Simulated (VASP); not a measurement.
# HfN in VASP: settings compared

Aim: see how the results for HfN move with the level of theory and the settings. Levels: PBEsol, PBE. Tasks: single point.

Program: VASP 6.6.1. These are calculated values, not measurements. Logs are shortened: lines on timing, memory, paths and dates and some standing lists are left out, and cuts for length are marked.

## Step 1: The cell of the first run

Symmetry: Fm-3m, No. 225, cubic system. The conventional cell has a = 4.518 Å, b = 4.518 Å, c = 4.518 Å, α = 90.00°, β = 90.00°, γ = 90.00°. Hf (site symmetry m-3m) has 6 N at 2.26 Å within 3.0 Å. N (site symmetry m-3m) has 6 Hf at 2.26 Å within 3.0 Å.

## Step 2: Single point, PBEsol

INCAR

```
SYSTEM = HfN
PREC = Accurate
ENCUT = 520
EDIFF = 1E-6
ISMEAR = -1
SIGMA = 0.03
LREAL = .False.
LASPH = .True.
NELM = 100
ALGO = Normal
ISIF = 2
LWAVE = .False.
LCHARG = .False.
GGA = PS
NBANDS = 14
```

KPOINTS

```
Automatic mesh
0
Gamma
  10 10 10
  0 0 0
```

POSCAR

```
HfN
1.0
    0.0000000000      2.2590000000      2.2590000000
    2.2590000000      0.0000000000      2.2590000000
    2.2590000000      2.2590000000      0.0000000000
Hf N
1 1
Direct
    0.0000000000      0.0000000000      0.0000000000
    0.5000000000      0.5000000000      0.5000000000
```

Potentials or basis: VASP PAW PBE potentials, release 64 (Hf_pv, N).

The run is started by

```sh
$ cat potpaw_PBE.64/Hf_pv/POTCAR potpaw_PBE.64/N/POTCAR > POTCAR
$ mpirun -np 1 vasp_std > vasp.out
```

OUTCAR:

```text
SYSTEM = HfN
   PREC = Accurate
   ENCUT = 520
   EDIFF = 1E-6
   ISMEAR = -1
   LREAL = .False.
   LASPH = .True.
   NELM = 100
   ISIF = 2
   GGA = PS

 ion  position               nearest neighbor table
   1  0.000  0.000  0.000-   2 2.26   2 2.26   2 2.26   2 2.26   2 2.26   2 2.26
   2  0.500  0.500  0.500-   1 2.26   1 2.26   1 2.26   1 2.26   1 2.26   1 2.26

  LATTYP: Found a face centered cubic cell.
 ALAT       =     4.5180000000

  Lattice vectors:

 A1 = (   0.0000000000,   2.2590000000,   2.2590000000)
 A2 = (   2.2590000000,   0.0000000000,   2.2590000000)
 A3 = (   2.2590000000,   2.2590000000,   0.0000000000)

Analysis of symmetry for initial positions (statically):
=====================================================================
 Subroutine PRICEL returns:
 Original cell was already a primitive cell.

 Routine SETGRP: Setting up the symmetry group for a
 face centered cubic supercell.

 Subroutine GETGRP returns: Found 48 space group operations
 (whereof 48 operations were pure point group operations)
 out of a pool of 48 trial point group operations.

The static configuration has the point symmetry O_h .

Analysis of symmetry for dynamics (positions and initial velocities):
=====================================================================
 Subroutine PRICEL returns:
 Original cell was already a primitive cell.

 Routine SETGRP: Setting up the symmetry group for a
 face centered cubic supercell.

 Subroutine GETGRP returns: Found 48 space group operations
 (whereof 48 operations were pure point group operations)
 out of a pool of 48 trial point group operations.

The dynamic configuration has the point symmetry O_h .

 Subroutine INISYM returns: Found 48 space group operations
 (whereof 48 operations are pure point group operations),
 and found     1 'primitive' translations

----------------------------------------------------------------------------------------

                                     Primitive cell

  volume of cell :      23.0557

  direct lattice vectors                    reciprocal lattice vectors
     0.000000000  2.259000000  2.259000000    -0.221336875  0.221336875  0.221336875
     2.259000000  0.000000000  2.259000000     0.221336875 -0.221336875  0.221336875
     2.259000000  2.259000000  0.000000000     0.221336875  0.221336875 -0.221336875

  length of vectors
     3.194708437  3.194708437  3.194708437     0.383366713  0.383366713  0.383366713

  position of ions in fractional coordinates (direct lattice)
     0.000000000  0.000000000  0.000000000
     0.500000000  0.500000000  0.500000000

  ion indices of the primitive-cell ions
   primitive index   ion index
                 1           1
                 2           2

----------------------------------------------------------------------------------------

 KPOINTS: Automatic mesh

Automatic generation of k-mesh.
 Grid dimensions read from file:
 generate k-points for:   10   10   10

 Generating k-lattice:

  Cartesian coordinates                     Fractional coordinates (reciprocal lattice)
    -0.022133687  0.022133687  0.022133687     0.100000000  0.000000000  0.000000000
     0.022133687 -0.022133687  0.022133687     0.000000000  0.100000000  0.000000000
     0.022133687  0.022133687 -0.022133687     0.000000000  0.000000000  0.100000000

  Length of vectors
     0.038336671  0.038336671  0.038336671

  Shift w.r.t. Gamma in fractional coordinates (k-lattice)
     0.000000000  0.000000000  0.000000000

 Subroutine IBZKPT returns following result:
 ===========================================

 Found     47 irreducible k-points:

 Following reciprocal coordinates:
            Coordinates               Weight
  0.000000  0.000000  0.000000      1.000000
  0.100000  0.000000  0.000000      8.000000
  0.200000  0.000000  0.000000      8.000000
  0.300000  0.000000  0.000000      8.000000
  0.400000  0.000000  0.000000      8.000000
  0.500000  0.000000  0.000000      4.000000
[... 16 lines left out ...]
  0.300000  0.300000  0.000000      6.000000
  0.400000  0.300000  0.000000     24.000000
 [... further k-points ...]
   k-points           NKPTS =     47   k-points in BZ     NKDIM =     47   number of bands    NBANDS=     14
   number of dos      NEDOS =    301   number of ions     NIONS =      2
   total plane-waves  NPLWV =  13824
   dimension x,y,z NGX =    24 NGY =   24 NGZ =   24
   dimension x,y,z NGXF=    48 NGYF=   48 NGZF=   48
   ions per type =               1   1
   NGX,Y,Z   is equivalent  to a cutoff of  12.49, 12.49, 12.49 a.u.
   NGXF,Y,Z  is equivalent  to a cutoff of  24.98, 24.98, 24.98 a.u.
 SYSTEM =  HfN
   PREC   = accura    normal or accurate (medium, high low for compatibility)
   ISTART =      0    job   : 0-new  1-cont  2-samecut
   ICHARG =      2    charge: 1-file 2-atom 10-const
   ISPIN  =      1    spin polarized calculation?
   LNONCOLLINEAR =      F non collinear calculations
   LSORBIT =      F    spin-orbit coupling
   LASPH  =      T    aspherical Exc in radial PAW
   ENCUT  =  520.0 eV  38.22 Ry    6.18 a.u.   5.94  5.94  5.94*2*pi/ulx,y,z
   NELM   =    100;   NELMIN=  2; NELMDL= -5     # of ELM steps
   EDIFF  = 0.1E-05   stopping-criterion for ELM
   LREAL  =      F    real-space projection
   EDIFFG = 0.1E-04   stopping-criterion for IOM
   NSW    =      0    number of steps for IOM
   IBRION =     -1    ionic relax: 0-MD 1-quasi-New 2-CG
   NFREE  =      0    steps in history (QN), initial steepest desc. (CG)
   ISIF   =      2    stress and relaxation
   ISYM   =      2    0-nonsym 1-usesym 2-fastsym
   POTIM  = 0.5000    time-step for ionic-motion
   TEBEG  =    0.0;   TEEND  =   0.0 temperature during run
   PSTRESS=    0.0 pullay stress
   NELECT =      15.0000    total number of electrons
   NUPDOWN=      -1.0000    fix difference up-down
   EMIN   =  10.00;   EMAX   =-10.00  energy-range for DOS
   EFERMI =   0.00;   METHOD = LEGACY
   ISMEAR =    -1;   SIGMA  =   0.03  broadening in eV -4-tet -1-fermi 0-gaus
   EFERMI_NEDOS =   21; number of points for ismear=-14 and -15
   IALGO  =     38    algorithm
   IMIX   =      4    mixing-type and parameters
     AMIX     =   0.40;   BMIX     =  1.00
     AMIX_MAG =   1.60;   BMIX_MAG =  1.00
  volume/ion in A,a.u.               =      11.53        77.79
  Fermi-wavevector in a.u.,A,eV,Ry     =   1.418553  2.680677 27.378918  2.012294
  Thomas-Fermi vector in A             =   2.539667
   LORBIT       =      0    0 simple, 1 ext, 2 COOP (PROOUT), +10 PAW based schemes
   GGA     = PS    functional components
   LHFCALC =     F    Hartree Fock is set to
   AEXX    =    0.0000 exact exchange contribution
   IVDW    =     0    specifies the selected vdW correction
   LEPSILON=     F    determine dielectric tensor
   LRPA    =     F    only Hartree local field effects (RPA)
 non-spin polarized calculation
  energy-cutoff  :      520.00
  volume of cell :       23.06
 maximum number of plane-waves:       636
   NGX = 11   NGY = 11   NGZ = 11

 number of electron      15.0000000 magnetization

 Free energy of the ion-electron system (eV)
  ---------------------------------------------------
  ext. energy  EPLUGINS =         0.00000000
  ---------------------------------------------------
  free energy    TOTEN  =       -22.98042027 eV

  energy without entropy =      -22.97782746  energy(sigma->0) =      -22.97912386

 E-fermi :   8.2270     XC(G=0): -12.8937

 val. band max:        8.1846886746   @ k =  -0.4000   0.3000   0.0000
 cond. band min:       8.2430545532   @ k =  -0.1000   0.1000   0.0000
 fundamental gap:      0.0583658786
 Fermi energy:         8.2270374579

 k-point     1 :       0.0000    0.0000    0.0000
  band No.  band energies     occupation
      1     -22.8558      2.00000
      2     -22.8558      2.00000
      3     -22.8558      2.00000
      4      -9.2443      2.00000
      5       5.2086      2.00000
      6       5.2086      2.00000
      7       5.2086      2.00000
      8       7.8298      2.00000
      9       7.8298      2.00000
     10       7.8298      2.00000
     11      10.0077      0.00000
     12      10.1451      0.00000
     13      10.1451      0.00000
     14      17.7378      0.00000

 k-point     2 :       0.1000    0.0000    0.0000
  band No.  band energies     occupation
      1     -22.9577      2.00000
      2     -22.8643      2.00000
      3     -22.8643      2.00000
      4      -9.0131      2.00000
      5       4.2767      2.00000
      6       4.6576      2.00000
      7       4.6576      2.00000
      8       8.0615      1.99200
      9       8.1583      1.81607
     10       8.1583      1.81607
     11      10.7117      0.00000
     12      10.8901      0.00000
     13      10.8901      0.00000
     14      18.5065      0.00000

 k-point     3 :       0.2000    0.0000    0.0000
  band No.  band energies     occupation
      1     -23.2138      2.00000
      2     -22.8864      2.00000
      3     -22.8864      2.00000
      4      -8.3914      2.00000
      5       2.5943      2.00000
      6       3.6558      2.00000
      7       3.6558      2.00000
      8       8.4474      0.00129
      9       8.9766      0.00000
     10       8.9766      0.00000
     11      12.1628      0.00000
     12      12.5677      0.00000
     13      12.5677      0.00000
     14      20.3372      0.00000

 k-point     4 :       0.3000    0.0000    0.0000
  band No.  band energies     occupation
      1     -23.5120      2.00000
      2     -22.9135      2.00000
      3     -22.9135      2.00000
      4      -7.5647      2.00000
      5       0.9822      2.00000
      6       2.7802      2.00000
      7       2.7802      2.00000
      8       9.1763      0.00000
      9      10.1372      0.00000
     10      10.1372      0.00000
     11      13.3953      0.00000
     12      14.4917      0.00000
     13      14.4917      0.00000
     14      20.4305      0.00000

 k-point     5 :       0.4000    0.0000    0.0000
  band No.  band energies     occupation
      1     -23.7405      2.00000
      2     -22.9352      2.00000
      3     -22.9352      2.00000
      4      -6.8020      2.00000
      5      -0.2298      2.00000
      6       2.2146      2.00000
      7       2.2146      2.00000
      8      10.3672      0.00000
      9      11.3398      0.00000
     10      11.3398      0.00000
     11      13.4589      0.00000
[... 276 lines left out ...]
 k-point    22 :      -0.2000    0.2000    0.0000
  band No.  band energies     occupation
      1     -23.4578      2.00000
      2     -23.0969      2.00000
      3     -22.9028      2.00000
      4      -7.5073      2.00000
      5       0.9211      2.00000
      6       2.5239      2.00000
      7       3.2459      2.00000
      8       9.2780      0.00000
      9       9.5340      0.00000
     10      11.4712      0.00000
     11      11.8797      0.00000
     12      14.7852      0.00000
     13      15.9615      0.00000
     14      20.4233      0.00000

 k-point    23 :       0.3000    0.3000    0.0000
  band No.  band energies     occupation
      1     -23.4280      2.00000
      2     -23.0612      2.00000
      3     -23.0612      2.00000
      4      -7.9359      2.00000
      5       1.3856      2.00000
      6       4.3552      2.00000
      7       4.3552      2.00000
      8       5.2590      2.00000
      9      11.4362      0.00000
     10      11.9472      0.00000
     11      12.3030      0.00000
     12      12.3030      0.00000
     13      17.2015      0.00000
     14      20.4331      0.00000

 k-point    24 :       0.4000    0.3000    0.0000
  band No.  band energies     occupation
      1     -23.5379      2.00000
      2     -23.1229      2.00000
      3     -23.0936      2.00000
      4      -7.8228      2.00000
      5       1.6008      2.00000
      6       3.5963      2.00000
      7       4.0937      2.00000
      8       5.7137      2.00000
      9      12.2759      0.00000
     10      12.7862      0.00000
     11      12.9620      0.00000
     12      13.0164      0.00000
     13      17.3631      0.00000
     14      19.4633      0.00000

 [... further k-points ...]
[... 5 lines left out ...]
  --------------------------------------------------------------------------------------
  -------------------------------------------------------------------------------------
  Total       -0.7435309     -0.7435309     -0.7435309     -0.0000000      0.0000000      0.0000000
  in kB      -51.6691015    -51.6691015    -51.6691015     -0.0000000      0.0000000      0.0000000
  external PRESSURE =     -51.6691015 kB  Pullay stress =       0.0000000 kB

 VOLUME and BASIS-vectors are now :
 -----------------------------------------------------------------------------
  energy-cutoff  :      520.00
  volume of cell :       23.06
      direct lattice vectors                 reciprocal lattice vectors
     0.000000000  2.259000000  2.259000000    -0.221336875  0.221336875  0.221336875
     2.259000000  0.000000000  2.259000000     0.221336875 -0.221336875  0.221336875
     2.259000000  2.259000000  0.000000000     0.221336875  0.221336875 -0.221336875

 POSITION                                       TOTAL-FORCE (eV/Angst)
 -----------------------------------------------------------------------------------
      0.00000      0.00000      0.00000         0.000000      0.000000     -0.000000
      2.25900      2.25900      2.25900        -0.000000     -0.000000      0.000000
 -----------------------------------------------------------------------------------
    total drift:                                0.000000     -0.000000     -0.000000

  FREE ENERGIE OF THE ION-ELECTRON SYSTEM (eV)
  ---------------------------------------------------
  free  energy   TOTEN  =       -22.9804202661 eV

  energy  without entropy=      -22.9778274560  energy(sigma->0) =      -22.97912386
```

Run time: 8.3 s. Hardware: 1 thread of Intel Xeon Platinum 8375C at 2.90GHz (Ice Lake), shared host; peak memory 0.13 GiB.

Results:

```yaml
Free_energy: -22.9804 eV
Pressure: -5.2 GPa
```

Caveat: the PAW data sets were made with another functional, which shifts forces and pressure a little; spin-orbit coupling is left out, which moves the levels of the heavy elements.

(Continued in part 2 of 2.)
